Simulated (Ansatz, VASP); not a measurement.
Given: the input of a run of Ansatz 0.2.0 on Rh.

input.yaml

```yaml
crystal:
  lattice:
    - [2.7669170982, 0.0, 0.0]
    - [-1.3834585491, 2.3962204973, 0.0]
    - [0.0, 0.0, 4.4867652751]
  atoms:
    - { symbol: Rh, position: [0.3333333333, 0.6666666667, 0.25] }
    - { symbol: Rh, position: [0.6666666667, 0.3333333333, 0.75] }
kpoints:
  mp_grid: { grid: [11, 11, 6] }
scf:
  occupations: { method: fermi_dirac, width: 0.05 }
hamiltonian:
  xc: lda
  pseudopotentials: { kind: all_electron, lapw: { basis_error: 0.001 } }
output:
  forces: true
  stress: true
  eigenvalues: true
```

Potentials or basis: all-electron LAPW, scalar-relativistic.

Command:

```bash
$ ansatz run input.yaml --threads 1 --pin off --max-ram 3072MiB --backend cpu --events-out ev --progress --plain --runs-dir out
```

**Question.** Translate it to VASP 6.6.1. Potentials there: VASP PAW LDA potentials, release 64 (Rh_pv).

**Answer.** As run (the cutoff follows the program's own potentials):

Contents of INCAR:

```
SYSTEM = Rh
  PREC = Accurate
  ENCUT = 520
  EDIFF = 1E-6
  ISMEAR = -1
  SIGMA = 0.05
  LREAL = .False.
  LASPH = .True.
  NELM = 80
  ALGO = Normal
  ISIF = 2
  LWAVE = .False.
  LCHARG = .False.
  NBANDS = 22
```

The input KPOINTS:

```
regular mesh
0
Gamma
  11 11 6
  0 0 0
```

POSCAR

```
Rh
1.0
    2.7669170982      0.0000000000      0.0000000000
   -1.3834585491      2.3962204973      0.0000000000
    0.0000000000      0.0000000000      4.4867652751
Rh
2
Direct
    0.3333333333      0.6666666667      0.2500000000
    0.6666666667      0.3333333333      0.7500000000
```

Potentials or basis: VASP PAW LDA potentials, release 64 (Rh_pv).

The run is started by

```console
$ cat potpaw_LDA.64/Rh_pv/POTCAR > POTCAR
$ mpirun -np 1 vasp_std > vasp.out
```

Both were run:

|  | VASP | Ansatz | Ansatz less VASP |
| --- | --- | --- | --- |
| gap on the k mesh at the Fermi level (eV) | none | none | - |
| pressure (GPa) | -26.1 | -26.7 | -0.61 |
| traceless stress, the component that is largest in VASP (GPa) | -1.03 | -1.06 | -0.028 |

LDA's correlation is that of Perdew and Zunger in VASP and of Perdew and Wang (1992) in Ansatz. A gap of «none» marks a metal or a gap that the smearing closes. Ansatz ran all-electron here, and VASP with PAW potentials.
